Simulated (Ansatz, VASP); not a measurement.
## Two plane-wave programs on InP

INCAR

```
  PREC = Accurate
  ENCUT = 520
  EDIFF = 1E-6
  ISMEAR = 0
  SIGMA = 0.05
  LREAL = F
  LASPH = T
  NELM = 60
  ALGO = Normal
  ISIF = 2
  LWAVE = F
  LCHARG = F
  GGA = PS
  NBANDS = 16
```

File KPOINTS:

```
regular mesh
0
Gamma
  14 14 14
```

Contents of POSCAR:

```
InP
1.0
    0.0000000000      2.8995411062      2.8995411062
    2.8995411062      0.0000000000      2.8995411062
    2.8995411062      2.8995411062      0.0000000000
In P
1 1
Direct
    0.0000000000      0.0000000000      0.0000000000
    0.2500000000      0.2500000000      0.2500000000
```

Input for Ansatz:

```yaml
crystal:
  lattice:
    - [0.0, 2.8995411062, 2.8995411062]
    - [2.8995411062, 0.0, 2.8995411062]
    - [2.8995411062, 2.8995411062, 0.0]
  atoms:
    - { symbol: In, position: [0.0, 0.0, 0.0] }
    - { symbol: P, position: [0.25, 0.25, 0.25] }
basis:
  ecutwfc: 420
  ecutrho_ratio: 4
kpoints:
  mp_grid: { grid: [14, 14, 14] }
hamiltonian:
  xc: pbesol
scf:
  occupations: { method: gaussian, width: 0.05 }
output:
  forces: true
  stress: true
  eigenvalues: true
```

Alike in both runs: task single point; functional PBEsol; k mesh 14 × 14 × 14; occupations gaussian, width 0.05 eV; no spin polarisation.

```csv
,VASP,Ansatz
version,VASP 6.6.1,Ansatz 0.2.0
potentials or method,"VASP PAW PBE potentials, release 64 (In_d, P), cutoff 520 eV","scalar-relativistic, plane waves, PAW"
valence electrons in the cell,18,18
```

|  | VASP | Ansatz | Ansatz less VASP |
| --- | --- | --- | --- |
| gap on the k mesh at the Fermi level (eV) | 0.79 | 0.79 | +0.001 |
| least direct gap on the mesh (eV) | 0.79 | 0.79 | +0.001 |
| pressure (GPa) | 3.0 | 3.0 | +0.03 |

VASP's potentials were made for PBE, not for PBEsol.
